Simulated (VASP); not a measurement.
# SiC in VASP: a series of runs

SiC is run at these levels: r2SCAN, PBE; tasks: single point.

Program: VASP 6.6.1. These are calculated values, not measurements. Logs are shortened: lines on timing, memory, paths and dates and some standing lists are left out, and cuts for length are marked.

## (1) The cell of the first run

It takes space group F-43m (No. 216, cubic). Conventional cell: a = 4.134 Å, b = 4.134 Å, c = 4.134 Å, α = 90.00°, β = 90.00°, γ = 90.00°. Within 2.4 Å of Si (site symmetry -43m) lie 4 C at 1.79 Å. Within 2.4 Å of C (site symmetry -43m) lie 4 Si at 1.79 Å.

## (2) Single point, r2SCAN (strain -5.1%)

POSCAR

```
SiC
1.0
    0.0000000000      2.0667514139      2.0667514139
    2.0667514139      0.0000000000      2.0667514139
    2.0667514139      2.0667514139      0.0000000000
Si C
1 1
Direct
    0.2500000000      0.2500000000      0.2500000000
    0.0000000000      0.0000000000      0.0000000000
```

INCAR.step1

```
SYSTEM = SiC
PREC = Accurate
ENCUT = 520
ISMEAR = 0
SIGMA = 0.01
LREAL = .False.
LASPH = .True.
NELM = 100
NBANDS = 11
GGA = PE
ALGO = Normal
EDIFF = 1E-4
LWAVE = .True.
LCHARG = .False.
```

INCAR.step2

```
SYSTEM = SiC
PREC = Accurate
ENCUT = 520
EDIFF = 1E-6
ISMEAR = 0
SIGMA = 0.01
LREAL = .False.
LASPH = .True.
NELM = 100
ALGO = Normal
ISIF = 2
LWAVE = .False.
LCHARG = .False.
METAGGA = R2SCAN
LMIXTAU = .True.
NBANDS = 11
ISTART = 1
```

KPOINTS

```
regular mesh
0
Gamma
  10 10 10
  0 0 0
```

Potentials or basis: VASP PAW PBE potentials, release 64 (Si, C).

Run with:

```bash
$ cat potpaw_PBE.64/Si/POTCAR potpaw_PBE.64/C/POTCAR > POTCAR
$ cp INCAR.step1 INCAR
$ mpirun -np 1 vasp_std > vasp.out
$ cp INCAR.step2 INCAR
$ mpirun -np 1 vasp_std > vasp.out
```

OUTCAR:

```text
SYSTEM = SiC
   PREC = Accurate
   ENCUT = 520
   EDIFF = 1E-6
   ISMEAR = 0
   LREAL = .False.
   LASPH = .True.
   NELM = 100
   ISIF = 2
   METAGGA = R2SCAN
   ISTART = 1

 ion  position               nearest neighbor table
   1  0.250  0.250  0.250-   2 1.79   2 1.79   2 1.79   2 1.79
   2  0.000  0.000  0.000-   1 1.79   1 1.79   1 1.79   1 1.79

  LATTYP: Found a face centered cubic cell.
 ALAT       =     4.1335028278

  Lattice vectors:

 A1 = (   0.0000000000,   2.0667514139,   2.0667514139)
 A2 = (   2.0667514139,   0.0000000000,   2.0667514139)
 A3 = (   2.0667514139,   2.0667514139,   0.0000000000)

Analysis of symmetry for initial positions (statically):
=====================================================================
 Subroutine PRICEL returns:
 Original cell was already a primitive cell.

 Routine SETGRP: Setting up the symmetry group for a
 face centered cubic supercell.

 Subroutine GETGRP returns: Found 24 space group operations
 (whereof 24 operations were pure point group operations)
 out of a pool of 48 trial point group operations.

The static configuration has the point symmetry T_d .

Analysis of symmetry for dynamics (positions and initial velocities):
=====================================================================
 Subroutine PRICEL returns:
 Original cell was already a primitive cell.

 Routine SETGRP: Setting up the symmetry group for a
 face centered cubic supercell.

 Subroutine GETGRP returns: Found 24 space group operations
 (whereof 24 operations were pure point group operations)
 out of a pool of 48 trial point group operations.

The dynamic configuration has the point symmetry T_d .

 Subroutine INISYM returns: Found 24 space group operations
 (whereof 24 operations are pure point group operations),
 and found     1 'primitive' translations

----------------------------------------------------------------------------------------

                                     Primitive cell

  volume of cell :      17.6561

  direct lattice vectors                    reciprocal lattice vectors
     0.000000000  2.066751414  2.066751414    -0.241925563  0.241925563  0.241925563
     2.066751414  0.000000000  2.066751414     0.241925563 -0.241925563  0.241925563
     2.066751414  2.066751414  0.000000000     0.241925563  0.241925563 -0.241925563

  length of vectors
     2.922827880  2.922827880  2.922827880     0.419027367  0.419027367  0.419027367

  position of ions in fractional coordinates (direct lattice)
     0.250000000  0.250000000  0.250000000
     0.000000000  0.000000000  0.000000000

  ion indices of the primitive-cell ions
   primitive index   ion index
                 1           1
                 2           2

----------------------------------------------------------------------------------------

 KPOINTS: regular mesh

Automatic generation of k-mesh.
 Grid dimensions read from file:
 generate k-points for:   10   10   10

 Generating k-lattice:

  Cartesian coordinates                     Fractional coordinates (reciprocal lattice)
    -0.024192556  0.024192556  0.024192556     0.100000000  0.000000000  0.000000000
     0.024192556 -0.024192556  0.024192556     0.000000000  0.100000000  0.000000000
     0.024192556  0.024192556 -0.024192556     0.000000000  0.000000000  0.100000000

  Length of vectors
     0.041902737  0.041902737  0.041902737

  Shift w.r.t. Gamma in fractional coordinates (k-lattice)
     0.000000000  0.000000000  0.000000000

 Subroutine IBZKPT returns following result:
 ===========================================

 Found     47 irreducible k-points:

 Following reciprocal coordinates:
            Coordinates               Weight
  0.000000  0.000000  0.000000      1.000000
  0.100000  0.000000  0.000000      8.000000
  0.200000  0.000000  0.000000      8.000000
  0.300000  0.000000  0.000000      8.000000
  0.400000  0.000000  0.000000      8.000000
  0.500000  0.000000  0.000000      4.000000
[... 16 lines left out ...]
  0.300000  0.300000  0.000000      6.000000
  0.400000  0.300000  0.000000     24.000000
 [... further k-points ...]
   k-points           NKPTS =     47   k-points in BZ     NKDIM =     47   number of bands    NBANDS=     11
   number of dos      NEDOS =    301   number of ions     NIONS =      2
   total plane-waves  NPLWV =  13824
   dimension x,y,z NGX =    24 NGY =   24 NGZ =   24
   dimension x,y,z NGXF=    48 NGYF=   48 NGZF=   48
   ions per type =               1   1
   NGX,Y,Z   is equivalent  to a cutoff of  13.65, 13.65, 13.65 a.u.
   NGXF,Y,Z  is equivalent  to a cutoff of  27.30, 27.30, 27.30 a.u.
 SYSTEM =  SiC
   PREC   = accura    normal or accurate (medium, high low for compatibility)
   ISTART =      1    job   : 0-new  1-cont  2-samecut
   ICHARG =      0    charge: 1-file 2-atom 10-const
   ISPIN  =      1    spin polarized calculation?
   LNONCOLLINEAR =      F non collinear calculations
   LSORBIT =      F    spin-orbit coupling
   LASPH  =      T    aspherical Exc in radial PAW
   ENCUT  =  520.0 eV  38.22 Ry    6.18 a.u.   5.43  5.43  5.43*2*pi/ulx,y,z
   NELM   =    100;   NELMIN=  2; NELMDL=  0     # of ELM steps
   EDIFF  = 0.1E-05   stopping-criterion for ELM
   LREAL  =      F    real-space projection
[... 7 lines left out ...]
   TEBEG  =    0.0;   TEEND  =   0.0 temperature during run
   PSTRESS=    0.0 pullay stress
   NELECT =       8.0000    total number of electrons
   NUPDOWN=      -1.0000    fix difference up-down
   EMIN   =  10.00;   EMAX   =-10.00  energy-range for DOS
   EFERMI =   0.00;   METHOD = LEGACY
   ISMEAR =     0;   SIGMA  =   0.01  broadening in eV -4-tet -1-fermi 0-gaus
   EFERMI_NEDOS =   21; number of points for ismear=-14 and -15
   IALGO  =     38    algorithm
   IMIX   =      4    mixing-type and parameters
     AMIX     =   0.40;   BMIX     =  1.00
     AMIX_MAG =   1.60;   BMIX_MAG =  1.00
  volume/ion in A,a.u.               =       8.83        59.57
  Fermi-wavevector in a.u.,A,eV,Ry     =   1.257399  2.376140 21.511536  1.581053
  Thomas-Fermi vector in A             =   2.391060
   LORBIT       =      0    0 simple, 1 ext, 2 COOP (PROOUT), +10 PAW based schemes
   METAGGA = R2SCAN    functional components
   LHFCALC =     F    Hartree Fock is set to
   AEXX    =    0.0000 exact exchange contribution
   IVDW    =     0    specifies the selected vdW correction
   LEPSILON=     F    determine dielectric tensor
   LRPA    =     F    only Hartree local field effects (RPA)
 non-spin polarized calculation
 Gauss-broadening in eV      SIGMA  =   0.01
  energy-cutoff  :      520.00
  volume of cell :       17.66
 maximum number of plane-waves:       531
 NGX is ok and might be reduce to    24
   NGX = 11   NGY = 11   NGZ = 11

 number of electron       8.0000001 magnetization

 Free energy of the ion-electron system (eV)
  ---------------------------------------------------
  ext. energy  EPLUGINS =         0.00000000
  ---------------------------------------------------
  free energy    TOTEN  =       -18.93041084 eV

  energy without entropy =      -18.93041084  energy(sigma->0) =      -18.93041084

 E-fermi :   9.8973     XC(G=0): -12.6607

 val. band max:        9.8514455076   @ k =   0.0000   0.0000   0.0000
 cond. band min:      11.4580957100   @ k =   0.5000   0.5000   0.0000
 fundamental gap:      1.6066502023
 Fermi energy:         9.8972850146

 k-point     1 :       0.0000    0.0000    0.0000
  band No.  band energies     occupation
      1      -7.6446      2.00000
      2       9.8514      2.00000
      3       9.8514      2.00000
      4       9.8514      2.00000
      5      18.7185      0.00000
      6      18.9839      0.00000
      7      18.9839      0.00000
      8      18.9839      0.00000
      9      26.0944      0.00000
     10      26.0944      0.00000
     11      29.6647      0.00000

 k-point     2 :       0.1000    0.0000    0.0000
  band No.  band energies     occupation
      1      -7.4156      2.00000
      2       8.7749      2.00000
      3       9.7098      2.00000
      4       9.7098      2.00000
      5      18.5887      0.00000
      6      19.2674      0.00000
      7      19.2674      0.00000
      8      19.6956      0.00000
      9      25.0185      0.00000
     10      25.0185      0.00000
     11      28.7153      0.00000

 k-point     3 :       0.2000    0.0000    0.0000
  band No.  band energies     occupation
      1      -6.7382      2.00000
      2       6.4123      2.00000
      3       9.3821      2.00000
      4       9.3821      2.00000
      5      18.1704      0.00000
      6      19.5889      0.00000
      7      19.5889      0.00000
      8      21.0846      0.00000
      9      24.3313      0.00000
     10      24.3313      0.00000
     11      27.8079      0.00000

 k-point     4 :       0.3000    0.0000    0.0000
  band No.  band energies     occupation
      1      -5.6505      2.00000
      2       3.7657      2.00000
      3       9.0420      2.00000
      4       9.0420      2.00000
      5      17.7749      0.00000
      6      19.1670      0.00000
      7      19.1670      0.00000
      8      21.8658      0.00000
      9      25.5508      0.00000
     10      25.5508      0.00000
     11      27.9072      0.00000
[... 239 lines left out ...]
 k-point    22 :      -0.2000    0.2000    0.0000
  band No.  band energies     occupation
      1      -5.2877      2.00000
      2       4.5631      2.00000
      3       6.2347      2.00000
      4       9.1845      2.00000
      5      17.8512      0.00000
      6      19.9649      0.00000
      7      19.9896      0.00000
      8      21.3927      0.00000
      9      22.8374      0.00000
     10      28.2167      0.00000
     11      31.9677      0.00000

 k-point    23 :       0.3000    0.3000    0.0000
  band No.  band energies     occupation
      1      -4.9811      2.00000
      2       5.2216      2.00000
      3       7.1621      2.00000
      4       7.1622      2.00000
      5      13.7763      0.00000
      6      16.6963      0.00000
      7      23.9953      0.00000
      8      23.9953      0.00000
      9      25.4071      0.00000
     10      29.1807      0.00000
     11      34.8115      0.00000

 k-point    24 :       0.4000    0.3000    0.0000
  band No.  band energies     occupation
      1      -3.9593      2.00000
      2       3.8116      2.00000
      3       6.2716      2.00000
      4       6.8633      2.00000
      5      13.3085      0.00000
      6      16.7761      0.00000
      7      24.2854      0.00000
      8      24.3183      0.00000
      9      26.8583      0.00000
     10      30.5934      0.00000
     11      34.8682      0.00000

 [... further k-points ...]
[... 5 lines left out ...]
  --------------------------------------------------------------------------------------
  -------------------------------------------------------------------------------------
  Total        5.2866454      5.2866454      5.2866454      0.0000000      0.0000000      0.0000000
  in kB      479.7290727    479.7290727    479.7290727      0.0000000      0.0000000      0.0000000
  external PRESSURE =     479.7290727 kB  Pullay stress =       0.0000000 kB

 VOLUME and BASIS-vectors are now :
 -----------------------------------------------------------------------------
  energy-cutoff  :      520.00
  volume of cell :       17.66
      direct lattice vectors                 reciprocal lattice vectors
     0.000000000  2.066751414  2.066751414    -0.241925563  0.241925563  0.241925563
     2.066751414  0.000000000  2.066751414     0.241925563 -0.241925563  0.241925563
     2.066751414  2.066751414  0.000000000     0.241925563  0.241925563 -0.241925563

 POSITION                                       TOTAL-FORCE (eV/Angst)
 -----------------------------------------------------------------------------------
      1.03338      1.03338      1.03338        -0.000000     -0.000000     -0.000000
      0.00000      0.00000      0.00000         0.000000      0.000000      0.000000
 -----------------------------------------------------------------------------------
    total drift:                               -0.000001     -0.000001     -0.000001

  FREE ENERGIE OF THE ION-ELECTRON SYSTEM (eV)
  ---------------------------------------------------
  free  energy   TOTEN  =       -18.9304108397 eV

  energy  without entropy=      -18.9304108397  energy(sigma->0) =      -18.93041084
```

It took 16 s on 1 thread of Intel Xeon Platinum 8481C at 2.70GHz (Sapphire Rapids), shared host; peak memory 0.13 GiB.

What came out:

| Property | Result |
| --- | --- |
| Free energy | -18.9304 eV |
| Pressure | 48.0 GPa |
| Band gap on the k mesh | 1.61 eV, indirect (least direct gap 5.24 eV) |

Caveat: the cell differs from its parent crystal (strain -5.1%); the PAW data sets were made with another functional, which shifts forces and pressure a little. A k mesh can miss the band edges.

(Continued in part 2 of 2.)
